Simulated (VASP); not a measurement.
Here is a VASP 6.6.1 calculation.

INCAR

```
SYSTEM = Al32H
  ALGO = Normal
  EDIFF = 1E-7
  ENCUT = 520
  GGA = PE
  ISIF = 2
  ISMEAR = 0
  LASPH = .True.
  LCHARG = .False.
  LREAL = Auto
  LWAVE = .False.
  NBANDS = 70
  NELM = 100
  PREC = Accurate
  SIGMA = 0.05
```

File KPOINTS:

```
k-points
0
Gamma
  3 3 3
  0 0 0
```

File POSCAR:

```
Al32H
1.0
    8.1000000000      0.0000000000      0.0000000000
    0.0000000000      8.1000000000      0.0000000000
    0.0000000000      0.0000000000      8.1000000000
Al H
32 1
Direct
    0.5019824691     -0.0004500000     -0.0020385185
    0.7476801235      0.2506153086     -0.0020918519
    0.7507391358      0.0005243210      0.2505359259
    0.0002544444      0.0005041975      0.0010351852
    0.2494243210      0.2496733333      0.0010196296
    0.4994403704      0.4996941975      0.0004946914
    0.7502332099      0.7504869136      0.0004985185
    0.2588666667     -0.0089246914      0.2410841975
    0.4989044444      0.2496780247      0.2505070370
    0.7476844444      0.5022477778      0.2495390123
    0.4989020988      0.0004960494      0.4996891358
    0.7507781481      0.2496366667      0.4996483951
    0.7476823457     -0.0004714815      0.7522603704
   -0.0006793827      0.5022555556     -0.0020953086
    0.2503865432      0.7479535802     -0.0020361728
   -0.0092638272      0.2592096296      0.2409285185
    0.2494103704      0.4991883951      0.2505256790
    0.5019820988      0.7479517284      0.2495597531
   -0.0092706173     -0.0090870370      0.5092248148
    0.2589837037      0.2591706173      0.5091791358
    0.5020258025      0.5022419753      0.5006207407
    0.7476777778      0.7478955556      0.5006259259
    0.2494088889      0.0005155556      0.7491997531
    0.5020251852      0.2506108642      0.7522518519
    0.7502470370      0.4996762963      0.7496880247
    0.0002553086      0.7510213580      0.2505166667
    0.0002808642      0.4991338272      0.4996546914
    0.2494228395      0.7510081481      0.4996835802
    0.0002818519      0.2496420988      0.7491475309
    0.2504028395      0.5022351852      0.7522455556
    0.4994398765      0.7504834568      0.7497054321
   -0.0006801235      0.7478927160      0.7522677778
    0.1246402469      0.1251812346      0.3752097531
```

Potentials or basis: VASP PAW PBE potentials, release 64 (Al, H).

Launch:

```sh
$ cat potpaw_PBE.64/Al/POTCAR potpaw_PBE.64/H/POTCAR > POTCAR
$ mpirun -np 1 vasp_std > vasp.out
```

Task: Predict the pressure.

Result: 0.5 GPa.

Task: What does it give for the band gap on the k mesh?

Result: Zero (an odd number of electrons rules out a gap without spin polarisation).

Forces in eV/Å, atoms in the order of the input:
```
Al   0.004 -0.001 -0.004
Al  -0.004  0.001 -0.004
Al   0.006  0.003  0.003
Al   0.002  0.003  0.005
Al  -0.003 -0.002  0.006
Al  -0.005 -0.003  0.003
Al   0.003  0.004  0.004
Al   0.005 -0.007 -0.007
Al  -0.005 -0.003  0.003
Al  -0.005  0.005  0.000
Al  -0.005  0.004 -0.003
Al   0.007 -0.003 -0.003
Al  -0.005 -0.001  0.005
Al  -0.001  0.004 -0.004
Al   0.001 -0.004 -0.004
Al  -0.003  0.003 -0.004
Al  -0.003 -0.006  0.004
Al   0.004 -0.004 -0.001
Al  -0.003 -0.004  0.003
Al   0.005  0.004  0.004
Al   0.004  0.004  0.001
Al  -0.004 -0.004  0.001
Al  -0.003  0.004 -0.006
Al   0.004  0.001  0.004
Al   0.002 -0.003 -0.003
Al   0.002  0.005  0.003
Al   0.003 -0.006 -0.004
Al  -0.003  0.006 -0.002
Al   0.003 -0.003 -0.006
Al   0.000  0.005  0.005
Al  -0.005  0.003 -0.003
Al  -0.001 -0.004  0.004
H    0.002 -0.001 -0.001
```
